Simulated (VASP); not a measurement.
A run of VASP 6.6.1 is set up as follows.

The input POSCAR:

```
CdS
1.0
    0.0000000000      2.8358476072      2.8358476072
    2.8358476072      0.0000000000      2.8358476072
    2.8358476072      2.8358476072      0.0000000000
Cd S
1 1
Direct
    0.0000000000      0.0000000000      0.0000000000
    0.5000000000      0.5000000000      0.5000000000
```

The input INCAR.step1:

```
SYSTEM = CdS
ALGO = Normal ; EDIFF = 1E-5
ENCUT = 700 ; GGA = PE
GGA_COMPAT = .False. ; ISMEAR = 0
LASPH = .True. ; LCHARG = .False.
LREAL = .False. ; LWAVE = .True.
NBANDS = 20 ; NELM = 120
PREC = Accurate ; SIGMA = 0.01
```

The input INCAR.step2:

```
SYSTEM = CdS
ALGO = Normal ; EDIFF = 1E-6
ENCUT = 700 ; GGA_COMPAT = .False.
ISIF = 2 ; ISMEAR = 0
ISTART = 1 ; LASPH = .True.
LCHARG = .False. ; LMIXTAU = .True.
LREAL = .False. ; LWAVE = .False.
METAGGA = R2SCAN ; NBANDS = 20
NELM = 120 ; PREC = Accurate
SIGMA = 0.01
```

KPOINTS

```
k-points
0
Gamma
  8 8 8
  0 0 0
```

Potentials or basis: VASP PAW PBE potentials, release 64 (Cd_sv_GW, S).

Launch:

```sh
$ cat potpaw_PBE.64/Cd_sv_GW/POTCAR potpaw_PBE.64/S/POTCAR > POTCAR
$ cp INCAR.step1 INCAR
$ mpirun -np 1 vasp_std > vasp.out
$ cp INCAR.step2 INCAR
$ mpirun -np 1 vasp_std > vasp.out
```

What does it give for the pressure?

-7.4 GPa.

Estimate the band gap on the k mesh.

0.72 eV (least direct gap 1.60 eV).

Caveat: the cell differs from its parent crystal (strain +4.0%); the cell stands under tension; the structure was generated, so it needn't be the stable form of CdS; semilocal functionals underestimate gaps, and a narrow one can read as zero; the PAW data sets were made with another functional, which shifts forces and pressure a little. A k mesh can miss the band edges.
